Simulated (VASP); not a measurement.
Ca: single point with PBEsol

Crystal: Ca.

```
Ca
1.0
     4.08342    0.00000    0.00000
    -2.04171    3.53635    0.00000
     0.00000    0.00000    6.68943
Ca
2
Direct
  0.33333 0.66667 0.25000
  0.66667 0.33333 0.75000
```

This isn't the form of Ca at room conditions, which is fcc.

* Program: VASP 6.6.1
* Task: single point
* Functional: PBEsol
* Potentials or basis: VASP PAW PBE potentials, release 64 (Ca_sv)
* Cutoff: 520 eV
* k mesh: 8 × 8 × 5
* Occupations: methfessel-paxton, width 0.1 eV
* Spin: no spin polarisation
* Dipole correction: no
* Further INCAR settings: ALGO = Normal; EDIFF = 1e-06; NBANDS = 17

The pressure is -2.3 GPa and the band gap on the k mesh is zero (bands 10 and 11 overlap by 0.54 eV).

Levels at points of the mesh, in eV from the Fermi level:
| k point | band 8 | band 9 | band 10 | band 11 | band 12 | band 13 |
| --- | --- | --- | --- | --- | --- | --- |
| (0.00, 0.00, 0.00) | -23.23 | -3.87 | -1.05 | -0.31 | 2.04 | 2.06 |
| (0.50, 0.00, 0.00) | -23.25 | -1.15 | -0.75 | 0.25 | 0.37 | 1.20 |

Wall time 41 s on 1 thread of Intel(R) Xeon(R) Platinum 8488C (Sapphire Rapids), on a shared host, peak memory 0.2 GiB.

Caveat: the PAW data sets were made with another functional, which shifts forces and pressure a little.
